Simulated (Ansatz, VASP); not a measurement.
B in VASP and in Ansatz

Contents of INCAR:

```
ALGO = Normal ; EDIFF = 1E-7
EDIFFG = -0.04 ; ENCUT = 1230
GGA = PS ; GGA_COMPAT = False
IBRION = 2 ; ISIF = 3
ISMEAR = 0 ; LASPH = True
LCHARG = False ; LREAL = False
LWAVE = False ; NELM = 120
NELMIN = 4 ; NSW = 90
PREC = Accurate ; SIGMA = 0.1
```

File KPOINTS:

```
k-points
0
Gamma
  6 6 8
```

Contents of POSCAR:

```
B
1.0
    3.5789488132      0.0000000000      0.0000000000
   -1.7894744066      3.0994605911      0.0000000000
    0.0000000000      0.0000000000      2.1940512290
B
3
Direct
    0.0000000000      0.0000000000      0.0000000000
    0.3333333333      0.6666666667      0.5000000000
    0.6666666667      0.3333333333      0.5000000000
```

Input for Ansatz:

```yaml
crystal:
  lattice:
    - [3.5789488132, 0.0, 0.0]
    - [-1.7894744066, 3.0994605911, 0.0]
    - [0.0, 0.0, 2.194051229]
  atoms:
    - { symbol: B, position: [0.0, 0.0, 0.0] }
    - { symbol: B, position: [0.3333333333, 0.6666666667, 0.5] }
    - { symbol: B, position: [0.6666666667, 0.3333333333, 0.5] }
basis:
  ecutwfc: 420
kpoints:
  mp_grid: { grid: [6, 6, 8] }
hamiltonian:
  xc: pbesol
scf:
  occupations: { method: gaussian, width: 0.1 }
  lower_state_search: "off"
output:
  forces: true
  stress: true
  eigenvalues: true
relax:
  adjacent_minimum: "off"
  f_tol: 0.04
  max_steps: 70
  cell: { stress_tol: 0.4 }
```

Alike in both runs: task relaxation of cell and atoms; functional PBEsol; k mesh 6 × 6 × 8; occupations gaussian, width 0.1 eV; no spin polarisation.

|  | VASP | Ansatz |
| --- | --- | --- |
| version | VASP 6.6.1 | Ansatz 0.2.0 |
| potentials or method | VASP PAW PBE potentials, release 64 (B_h), cutoff 1230 eV | scalar-relativistic, plane waves, PAW |
| valence electrons in the cell | 9 | 9 |

```csv
,VASP,Ansatz,Ansatz less VASP
"gap on the k mesh at the Fermi level, each at its own relaxed structure (eV)",none,none,-
relaxed volume (Å³/atom),6.05,6.13,+0.083
relaxed length of the cell vector where the two differ most in proportion (Å),1.982,1.909,-0.0736
```

VASP's potentials were made for PBE, not for PBEsol. A gap of «none» marks a metal or a gap that the smearing closes.

Noted on VASP's run: the volume moved by over 15 % at a fixed basis, so the end points are rough.
